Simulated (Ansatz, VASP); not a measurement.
**Te in VASP and in Ansatz**

```xyz
3
Lattice="4.2460 -2.3924 -0.0093 4.2222 2.3500 -0.0330 -0.1502 -0.0191 3.9580" Properties=species:S:1:pos:R:3 pbc="T T T"
Te    5.6231   -0.0415    2.6430
Te    2.6949   -0.0199    1.2726
Te    0.0000    0.0000    0.0000
```

Change from the starting cell: equal xy, yz and zx shear strains of -1 %.

Alike in both runs: task single point; functional LDA; k mesh 8 × 8 × 8; occupations fermi-dirac, width 0.05 eV; no spin polarisation.

```csv
,VASP,Ansatz
version,VASP 6.6.1,Ansatz 0.2.0
potentials or method,"VASP PAW LDA potentials, release 64 (Te), cutoff 520 eV","all-electron LAPW, scalar-relativistic"
```

|  | VASP | Ansatz | Ansatz less VASP |
| --- | --- | --- | --- |
| pressure (GPa) | 4.9 | 4.8 | -0.09 |
| traceless stress, the component that is largest in VASP (GPa) | 1.44 | 1.44 | +0.006 |
| rms of the force components (eV/Å) | 0.227 | 0.222 | -0.0054 |

LDA's correlation is that of Perdew and Zunger in VASP and of Perdew and Wang (1992) in Ansatz. Atom by atom the forces differ by 0.006 eV/Å (rms over components). Ansatz ran all-electron here, and VASP with PAW potentials.

Neither program's run includes spin-orbit coupling.
